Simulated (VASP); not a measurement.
# Cu5Si3 in VASP: a series of runs

The runs below take Cu5Si3 through single point, with PBE.

Everything below comes from runs of VASP 6.6.1. Logs are shortened: lines on timing, memory, paths and dates and some standing lists are left out, and cuts for length are marked.

### Step 1. The cell of the first run

The cell holds an amorphous packing of atoms, 16 atoms: a = 6.034 Å, b = 6.312 Å, c = 5.993 Å, α = 91.32°, β = 89.34°, γ = 91.28°.

### Step 2. Single point, PBE

Contents of INCAR:

```
SYSTEM = Cu5Si3
PREC = Accurate
ENCUT = 520
EDIFF = 1E-7
ISMEAR = -1
SIGMA = 0.0741
LREAL = Auto
LASPH = .True.
NELM = 80
ALGO = Normal
ISIF = 2
LWAVE = .False.
LCHARG = .False.
GGA = PE
ISYM = 0
NBANDS = 81
```

Contents of KPOINTS:

```
Automatic mesh
0
Gamma
  1 1 1
  0.25 0.25 0.25
```

Contents of POSCAR:

```
Cu5Si3
1.0
    6.0333080000     -0.0687010000      0.0339860000
   -0.0687010000      6.3113540000     -0.0708020000
    0.0339860000     -0.0708020000      5.9927160000
Cu Si
10 6
Direct
    0.4328329085      0.3026084907      0.6288841365
    0.7288187632      0.5150547458      0.4041870617
    0.6531156908      0.1296112486      0.9329223921
    0.7263512334      0.8781170693      0.6102457837
    0.0261048094      0.1920141018      0.6777851285
    0.5709383310      0.6091890039      0.8184574223
    0.2960720506      0.9166242020      0.7177110549
    0.4438006705      0.3885897999      0.1323301364
    0.2599866782      0.7312096787      0.0705034579
    0.4257806675      1.0284300006      0.3331154554
    0.0438071869      0.6299331557      0.6975162341
    0.6641955579      0.7982611852      0.1120452126
    0.8992631602      0.4539799482      1.0322855831
    0.1421004166      0.0869882065      0.0317070781
    0.3360551425      0.6212132242      0.4553577991
    0.8222989087      0.1449529407      0.3427242852
```

Potentials or basis: VASP PAW PBE potentials, release 64 (Cu, Si).

Launch:

```console
$ cat potpaw_PBE.64/Cu/POTCAR potpaw_PBE.64/Si/POTCAR > POTCAR
$ mpirun -np 1 vasp_std > vasp.out
```

OUTCAR:

```text
SYSTEM = Cu5Si3
   PREC = Accurate
   ENCUT = 520
   EDIFF = 1E-7
   ISMEAR = -1
   LREAL = Auto
   LASPH = .True.
   NELM = 80
   ISIF = 2
   GGA = PE
   ISYM = 0

 ion  position               nearest neighbor table
   1  0.433  0.303  0.629-   6 2.36  15 2.37  10 2.45   3 2.55   5 2.55   2 2.59   7 2.62
   2  0.729  0.515  0.404-  16 2.43  13 2.47   8 2.49  15 2.49  12 2.57   4 2.58   1 2.59  11 2.68
                             6 2.71
   3  0.653  0.130  0.933-  12 2.38   8 2.38   4 2.51   1 2.55  13 2.57  16 2.67   5 2.73
   4  0.726  0.878  0.610-   6 2.31  16 2.41   3 2.51  11 2.57   2 2.58  10 2.68   5 2.68   7 2.68

   5  0.026  0.192  0.678-  14 2.36  16 2.38   7 2.43   1 2.55   4 2.68   3 2.73  11 2.76  13 2.77

   6  0.571  0.609  0.818-  12 2.18   4 2.31   1 2.36   8 2.47   9 2.52  13 2.59  15 2.61   7 2.66
                             2 2.71  11 2.94
   7  0.296  0.917  0.718-  14 2.34  11 2.34  15 2.43   5 2.43   9 2.45  10 2.54   1 2.62   6 2.66
                             4 2.68
   8  0.444  0.389  0.132-   3 2.38   6 2.47   2 2.49   9 2.49  15 2.49  10 2.60  14 2.67  13 2.83
                            12 2.89
   9  0.260  0.731  0.071-  14 2.39   7 2.45  15 2.47  12 2.48   8 2.49   6 2.52  10 2.61  11 2.66
                            13 2.77
  10  0.426  0.028  0.333-  12 2.43   1 2.45  16 2.49   7 2.54  14 2.54   8 2.60   9 2.61   4 2.68
                            15 2.73
  11  0.044  0.630  0.698-  15 2.27   7 2.34  13 2.46   4 2.57   9 2.66   2 2.68   5 2.76   6 2.94

  12  0.664  0.798  0.112-   6 2.18   3 2.38  10 2.43   9 2.48   2 2.57  13 2.65  16 2.72   8 2.89
                            15 3.05
  13  0.899  0.454  0.032-  11 2.46   2 2.47   3 2.57   6 2.59  12 2.65  16 2.75  14 2.77   9 2.77
                             5 2.77   8 2.83
  14  0.142  0.087  0.032-   7 2.34   5 2.36   9 2.39  10 2.54   8 2.67  16 2.69  13 2.77
  15  0.336  0.621  0.455-  11 2.27   1 2.37   7 2.43   9 2.47   2 2.49   8 2.49   6 2.61  10 2.73
                            12 3.05
  16  0.822  0.145  0.343-   5 2.38   4 2.41   2 2.43  10 2.49   3 2.67  14 2.69  12 2.72  13 2.75

IMPORTANT INFORMATION: All symmetrisations will be switched off!
NOSYMM: (Re-)initialisation of all symmetry stuff for point group C_1.

----------------------------------------------------------------------------------------

                                     Primitive cell

  volume of cell :     228.1272

  direct lattice vectors                    reciprocal lattice vectors
     6.033308000 -0.068701000  0.033986000     0.165772159  0.001794171 -0.000918933
    -0.068701000  6.311354000 -0.070802000     0.001794171  0.158485028  0.001862274
     0.033986000 -0.070802000  5.992716000    -0.000918933  0.001862274  0.166896460

  length of vectors
     6.033794851  6.312125004  5.993230600     0.165784415  0.158506123  0.166909379

  position of ions in fractional coordinates (direct lattice)
     0.432832909  0.302608491  0.628884136
     0.728818763  0.515054746  0.404187062
     0.653115691  0.129611249  0.932922392
     0.726351233  0.878117069  0.610245784
     0.026104809  0.192014102  0.677785128
     0.570938331  0.609189004  0.818457422
[... 8 lines left out ...]
     0.336055143  0.621213224  0.455357799
     0.822298909  0.144952941  0.342724285

  ion indices of the primitive-cell ions
   primitive index   ion index
                 1           1
                 2           2
                 3           3
                 4           4
                 5           5
                 6           6
[... 8 lines left out ...]
                15          15
                16          16

----------------------------------------------------------------------------------------

 KPOINTS: Automatic mesh

Automatic generation of k-mesh.
 Grid dimensions read from file:
 generate k-points for:    1    1    1

 Generating k-lattice:

  Cartesian coordinates                     Fractional coordinates (reciprocal lattice)
     0.165772159  0.001794171 -0.000918933     1.000000000  0.000000000  0.000000000
     0.001794171  0.158485028  0.001862274    -0.000000000  1.000000000  0.000000000
    -0.000918933  0.001862274  0.166896460     0.000000000  0.000000000  1.000000000

  Length of vectors
     0.165784415  0.158506123  0.166909379

  Shift w.r.t. Gamma in fractional coordinates (k-lattice)
     0.250000000  0.250000000  0.250000000

 Subroutine IBZKPT returns following result:
 ===========================================

 Found      1 irreducible k-points:

 Following reciprocal coordinates:
            Coordinates               Weight
  0.250000  0.250000  0.250000      2.000000
   k-points           NKPTS =      1   k-points in BZ     NKDIM =      1   number of bands    NBANDS=     81
   number of dos      NEDOS =    301   number of ions     NIONS =     16
   total plane-waves  NPLWV = 110592
   dimension x,y,z NGX =    48 NGY =   48 NGZ =   48
   dimension x,y,z NGXF=    96 NGYF=   96 NGZF=   96
   ions per type =              10   6
   NGX,Y,Z   is equivalent  to a cutoff of  13.23, 12.64, 13.31 a.u.
   NGXF,Y,Z  is equivalent  to a cutoff of  26.45, 25.28, 26.63 a.u.
 SYSTEM =  Cu5Si3
   PREC   = accura    normal or accurate (medium, high low for compatibility)
   ISTART =      0    job   : 0-new  1-cont  2-samecut
   ICHARG =      2    charge: 1-file 2-atom 10-const
   ISPIN  =      1    spin polarized calculation?
   LNONCOLLINEAR =      F non collinear calculations
   LSORBIT =      F    spin-orbit coupling
   LASPH  =      T    aspherical Exc in radial PAW
   ENCUT  =  520.0 eV  38.22 Ry    6.18 a.u.  11.22 11.74 11.14*2*pi/ulx,y,z
   NELM   =     80;   NELMIN=  2; NELMDL= -5     # of ELM steps
   EDIFF  = 0.1E-06   stopping-criterion for ELM
   LREAL  =      T    real-space projection
   EDIFFG = 0.1E-05   stopping-criterion for IOM
   NSW    =      0    number of steps for IOM
   IBRION =     -1    ionic relax: 0-MD 1-quasi-New 2-CG
   NFREE  =      0    steps in history (QN), initial steepest desc. (CG)
   ISIF   =      2    stress and relaxation
   ISYM   =      0    0-nonsym 1-usesym 2-fastsym
   POTIM  = 0.5000    time-step for ionic-motion
   TEBEG  =    0.0;   TEEND  =   0.0 temperature during run
   PSTRESS=    0.0 pullay stress
   NELECT =     134.0000    total number of electrons
   NUPDOWN=      -1.0000    fix difference up-down
   EMIN   =  10.00;   EMAX   =-10.00  energy-range for DOS
   EFERMI =   0.00;   METHOD = LEGACY
   ISMEAR =    -1;   SIGMA  =   0.07  broadening in eV -4-tet -1-fermi 0-gaus
   EFERMI_NEDOS =   21; number of points for ismear=-14 and -15
   IALGO  =     38    algorithm
   IMIX   =      4    mixing-type and parameters
     AMIX     =   0.40;   BMIX     =  1.00
     AMIX_MAG =   1.60;   BMIX_MAG =  1.00
  volume/ion in A,a.u.               =      14.26        96.22
  Fermi-wavevector in a.u.,A,eV,Ry     =   1.371042  2.590894 25.575633  1.879756
  Thomas-Fermi vector in A             =   2.496774
   LORBIT       =      0    0 simple, 1 ext, 2 COOP (PROOUT), +10 PAW based schemes
   GGA     = PE    functional components
   LHFCALC =     F    Hartree Fock is set to
   AEXX    =    0.0000 exact exchange contribution
   IVDW    =     0    specifies the selected vdW correction
   LEPSILON=     F    determine dielectric tensor
   LRPA    =     F    only Hartree local field effects (RPA)
 non-spin polarized calculation
  energy-cutoff  :      520.00
  volume of cell :      228.13
 maximum number of plane-waves:      6158
 NGX is ok and might be reduce to    48
   NGX = 23   NGY = 23   NGZ = 23

 number of electron     133.9999992 magnetization

 Free energy of the ion-electron system (eV)
  ---------------------------------------------------
  ext. energy  EPLUGINS =         0.00000000
  ---------------------------------------------------
  free energy    TOTEN  =       -68.11102523 eV

  energy without entropy =      -68.10193723  energy(sigma->0) =      -68.10648123

 E-fermi :   7.2828     XC(G=0): -11.4159

 val. band max:        6.8847049234   @ k =   0.2500   0.2500   0.2500
 cond. band min:       7.6785764612   @ k =   0.2500   0.2500   0.2500
 fundamental gap:      0.7938715378
 Fermi energy:         7.2827717647

 k-point     1 :       0.2500    0.2500    0.2500
  band No.  band energies     occupation
      1      -3.7432      2.00000
      2      -2.6188      2.00000
      3      -1.8283      2.00000
      4      -1.4875      2.00000
      5      -0.6288      2.00000
      6       0.1254      2.00000
[... 71 lines left out ...]
     78      11.4418      0.00000
     79      11.7005      0.00000
 [bands above 79 left out]

------------------------ aborting loop because EDIFF is reached ----------------------------------------

  FORCE on cell =-STRESS in cart. coord.  units (eV):
  Direction    XX          YY          ZZ          XY          YZ          ZX
  --------------------------------------------------------------------------------------
  -------------------------------------------------------------------------------------
  Total       -2.8850070     -4.2213640      1.0804631     -2.6690058     -0.9210090     -5.3153649
  in kB      -20.2619097    -29.6473788      7.5882816    -18.7448951     -6.4684077    -37.3307391
  external PRESSURE =     -14.1070023 kB  Pullay stress =       0.0000000 kB

 VOLUME and BASIS-vectors are now :
 -----------------------------------------------------------------------------
  energy-cutoff  :      520.00
  volume of cell :      228.13
      direct lattice vectors                 reciprocal lattice vectors
     6.033308000 -0.068701000  0.033986000     0.165772159  0.001794171 -0.000918933
    -0.068701000  6.311354000 -0.070802000     0.001794171  0.158485028  0.001862274
     0.033986000 -0.070802000  5.992716000    -0.000918933  0.001862274  0.166896460

 POSITION                                       TOTAL-FORCE (eV/Angst)
 -----------------------------------------------------------------------------------
      2.61200      1.83561      3.76201        -0.052697     -0.642165     -0.172273
      4.37554      3.17200      2.41048         0.617856      0.445569      0.441900
      3.96325      0.70710      5.60376         0.368724      0.005530     -0.239252
      4.34271      5.44900      3.61954         0.378726      0.567236     -0.552701
      0.16734      1.16209      4.04907        -0.708338      0.570843     -0.276062
      3.43061      3.74763      4.88106        -0.232560     -0.993726     -0.658412
[... 8 lines left out ...]
      2.00032      3.86537      2.69627         1.065943      0.399366     -1.204986
      4.96287      0.83409      2.07153         0.376909      0.147282     -0.584417
 -----------------------------------------------------------------------------------
    total drift:                                0.000499     -0.004529      0.000767

  FREE ENERGIE OF THE ION-ELECTRON SYSTEM (eV)
  ---------------------------------------------------
  free  energy   TOTEN  =       -68.1110252346 eV

  energy  without entropy=      -68.1019372341  energy(sigma->0) =      -68.10648123
```

Run time: 46 s. Hardware: 1 thread of Intel Xeon 6975P-C (Granite Rapids), shared host; peak memory 0.33 GiB.

Results:

| Property | Result |
| --- | --- |
| Free energy | -68.1110 eV |
| Pressure | -1.4 GPa |
| Largest force | 1.801 eV/Å |
| Band gap on the k mesh | 0.79 eV |

Forces in eV/Å, atoms in the order of the input:
```
Cu  -0.053 -0.642 -0.172
Cu   0.618  0.446  0.442
Cu   0.369  0.006 -0.239
Cu   0.379  0.567 -0.553
Cu  -0.708  0.571 -0.276
Cu  -0.233 -0.994 -0.658
Cu   0.756  0.072 -0.363
Cu  -0.753 -0.180  0.375
Cu  -0.662 -0.450  0.362
Cu  -0.444 -0.044 -0.280
Si  -1.653 -0.365  0.614
Si   0.860 -0.872  1.031
Si   0.183  0.533  0.033
Si  -0.102  0.806  1.473
Si   1.066  0.399 -1.205
Si   0.377  0.147 -0.584
```

Levels at points of the mesh, in eV from the valence-band top:
```tsv
k point	band 64	band 65	band 66	band 67	band 68	band 69	band 70	band 71
(0.25, 0.25, 0.25)	-0.80	-0.72	-0.25	0.00	0.79	1.25	1.69	2.04
```

Caveat: the k points lie up to 1.05 Å⁻¹ apart.

### Step 3. Single point, PBE

Contents of INCAR:

```
PREC = Accurate
ENCUT = 520
EDIFF = 1E-6
ISMEAR = -1
SIGMA = 0.05
LREAL = Auto
LASPH = T
NELM = 60
ALGO = Normal
ISIF = 2
LWAVE = F
LCHARG = F
GGA = PE
NBANDS = 81
ISYM = 0
```

KPOINTS is that of step 2.

Contents of POSCAR:

```
Cu5Si3
1.0
    6.0333080000     -0.0687010000      0.0339860000
   -0.0687010000      6.3113540000     -0.0708020000
    0.0339860000     -0.0708020000      5.9927160000
Cu Si
10 6
Direct
    0.4289106802      0.3185971810      0.6026807143
    0.7508207428      0.5278296417      0.4517045361
    0.6533491151      0.1302668112      0.9523632403
    0.7113725435      0.9257952082      0.5976990141
   -0.0160048156      0.2249268463      0.6943941963
    0.5666625861      0.6382976305      0.8107682984
    0.3126160095      0.9488920097      0.7226257484
    0.4283516292      0.3901878339      0.1248744510
    0.2245848592      0.7120473960      0.0687265405
    0.4113934503      0.0082599065      0.3112772573
    0.0440761520      0.6651417882      0.6969606764
    0.6737991091      0.7601025639      0.1562481928
    0.8954332308      0.4614703625      0.0419290403
    0.1627017964      0.1102064843      0.0317555940
    0.3705577586      0.6510559314      0.4380069548
    0.8528908026      0.1663801521      0.2867233656
```

Potentials or basis: VASP PAW PBE potentials, release 64 (Cu, Si).

Launch:

```console
$ cat potpaw_PBE.64/Cu/POTCAR potpaw_PBE.64/Si/POTCAR > POTCAR
$ mpirun -np 1 vasp_std > vasp.out
```

OUTCAR:

```text
PREC = Accurate
   ENCUT = 520
   EDIFF = 1E-6
   ISMEAR = -1
   LREAL = Auto
   LASPH = T
   NELM = 60
   ISIF = 2
   GGA = PE
   ISYM = 0

 ion  position               nearest neighbor table
   1  0.429  0.319  0.603-  15 2.37   6 2.48   2 2.50   7 2.54  10 2.60   5 2.79
   2  0.751  0.528  0.452-  12 2.38  15 2.44  11 2.44   1 2.50   6 2.50  16 2.55  13 2.62   4 2.66

   3  0.653  0.130  0.952-  16 2.35   8 2.36   4 2.49  13 2.57   5 2.58  12 2.67  10 2.70   7 2.71

   4  0.711  0.926  0.598-   6 2.39   3 2.49   7 2.52   5 2.54  16 2.56  10 2.58   2 2.66  11 2.70
                            15 2.82  12 2.83
   5  0.984  0.225  0.694-  14 2.43   4 2.54   3 2.58  13 2.59  16 2.59   7 2.68   1 2.79  11 2.79
[... 13 lines left out ...]
  12  0.674  0.760  0.156-   6 2.29   2 2.38  10 2.42  13 2.42  15 2.57   3 2.67   8 2.74   9 2.78
                             4 2.83  16 2.86
  13  0.895  0.461  0.042-  16 2.40  12 2.42   9 2.52   3 2.57   5 2.59  11 2.60   2 2.62   6 2.71
                            14 2.77   8 2.88
  14  0.163  0.110  0.032-   7 2.28  10 2.37   8 2.42  16 2.43   5 2.43   9 2.56  13 2.77
  15  0.371  0.651  0.438-   1 2.37  10 2.40   9 2.43   2 2.44   8 2.49  11 2.50   7 2.54   6 2.54
                            12 2.57   4 2.82
[... 161 lines left out ...]
      2      -2.8425      2.00000
      3      -1.8582      2.00000
      4      -1.6035      2.00000
      5      -0.5206      2.00000
      6       0.3149      2.00000
[... 71 lines left out ...]
     78      11.4937      0.00000
     79      11.6710      0.00000
 [bands above 79 left out]

------------------------ aborting loop because EDIFF is reached ----------------------------------------

  FORCE on cell =-STRESS in cart. coord.  units (eV):
  Direction    XX          YY          ZZ          XY          YZ          ZX
  --------------------------------------------------------------------------------------
  -------------------------------------------------------------------------------------
  Total       -2.2455554     -5.7913933      0.6336225     -2.0324718     -1.0360733     -5.0455482
  in kB      -15.7709294    -40.6739698      4.4500417    -14.2744053     -7.2765243    -35.4357694
  external PRESSURE =     -17.3316192 kB  Pullay stress =       0.0000000 kB

 VOLUME and BASIS-vectors are now :
 -----------------------------------------------------------------------------
  energy-cutoff  :      520.00
  volume of cell :      228.13
      direct lattice vectors                 reciprocal lattice vectors
     6.033308000 -0.068701000  0.033986000     0.165772159  0.001794171 -0.000918933
    -0.068701000  6.311354000 -0.070802000     0.001794171  0.158485028  0.001862274
     0.033986000 -0.070802000  5.992716000    -0.000918933  0.001862274  0.166896460

 POSITION                                       TOTAL-FORCE (eV/Angst)
 -----------------------------------------------------------------------------------
      2.58634      1.93864      3.60371        -0.308762     -0.500866      0.094519
      4.50902      3.24776      2.69508         0.663972     -0.168988      0.137201
      3.96527      0.70985      5.72022        -0.138259     -0.696983     -0.514257
      4.24864      5.75183      3.54047         0.623884      0.135836     -0.647568
      5.94489      1.30283      4.17882         0.032486      0.260861     -0.696708
      3.40255      3.93219      4.83277        -0.224893     -0.384301      0.232974
[... 8 lines left out ...]
      2.20585      4.05257      2.59135        -0.217901      0.048241      0.463028
      5.14407      0.97119      1.73546         0.185675     -0.051135      1.285847
 -----------------------------------------------------------------------------------
    total drift:                               -0.001525      0.000109     -0.000223

  FREE ENERGIE OF THE ION-ELECTRON SYSTEM (eV)
  ---------------------------------------------------
  free  energy   TOTEN  =       -68.8994190276 eV

  energy  without entropy=      -68.8992120626  energy(sigma->0) =      -68.89931555
```

OSZICAR:

```text
N       E                     dE             d eps       ncg     rms          rms(c)
DAV:   1     0.124420412284E+04    0.12442E+04   -0.55225E+04   162   0.237E+03
DAV:   2     0.111545114037E+03   -0.11327E+04   -0.11046E+04   162   0.505E+02
DAV:   3    -0.705030144831E+02   -0.18205E+03   -0.16877E+03   162   0.234E+02
[... 11 lines left out ...]
DAV:  15    -0.688994444191E+02    0.22116E-03   -0.87761E-04   252   0.644E-01    0.615E-02
DAV:  16    -0.688994289065E+02    0.15513E-04   -0.28674E-04   236   0.245E-01    0.369E-02
DAV:  17    -0.688994218237E+02    0.70828E-05   -0.61263E-05   204   0.127E-01    0.208E-02
DAV:  18    -0.688994190603E+02    0.27634E-05   -0.21133E-05   220   0.802E-02    0.890E-03
DAV:  19    -0.688994190276E+02    0.32664E-07   -0.96505E-06   172   0.634E-02
   1 F= -.68899419E+02 E0= -.68899316E+02  d E =-.206965E-03
```

stdout:

```text
POSCAR found type information on POSCAR CuSi
 POSCAR found :  2 types and      16 ions
 scaLAPACK will be used
 LDA part: xc-table for (Slater+PW92), standard interpolation
 POSCAR, INCAR and KPOINTS ok, starting setup
 FFT: planning ... GRIDC
 FFT: planning ... GRID_SOFT
 FFT: planning ... GRID
 WAVECAR not read
 entering main loop
```

Run time: 54 s. Hardware: 1 thread of Intel Xeon 6975P-C (Granite Rapids), shared host; peak memory 0.33 GiB.

What came out:

```yaml
Free_energy: -68.8994 eV
Pressure: -1.7 GPa
Largest_force: 1.300 eV/Å
Band_gap_on_the_k_mesh: 0.92 eV
```

Forces in eV/Å, atoms in the order of the input:
```
Cu  -0.309 -0.501  0.095
Cu   0.664 -0.169  0.137
Cu  -0.138 -0.697 -0.514
Cu   0.624  0.136 -0.648
Cu   0.032  0.261 -0.697
Cu  -0.225 -0.384  0.233
Cu  -0.174 -0.174 -0.394
Cu  -0.119  0.050  0.651
Cu  -0.231  0.342 -0.466
Cu  -0.032  0.778  0.089
Si  -0.175 -0.530  0.170
Si   0.002 -0.154 -0.320
Si   0.185  0.841 -0.557
Si  -0.071  0.204  0.472
Si  -0.218  0.048  0.463
Si   0.186 -0.051  1.286
```

Stress tensor (GPa, compression positive):
```
-1.58 -1.43 -3.54
-1.43 -4.07 -0.73
-3.54 -0.73  0.45
```

Levels at points of the mesh, in eV from the valence-band top:
| k point | band 63 | band 64 | band 65 | band 66 | band 67 | band 68 | band 69 | band 70 | band 71 | band 72 |
| --- | --- | --- | --- | --- | --- | --- | --- | --- | --- | --- |
| (0.25, 0.25, 0.25) | -0.78 | -0.69 | -0.47 | -0.18 | 0.00 | 0.92 | 1.59 | 1.81 | 2.11 | 2.60 |

Caveat: the k points lie up to 1.05 Å⁻¹ apart.

(Continued in part 2 of 2.)
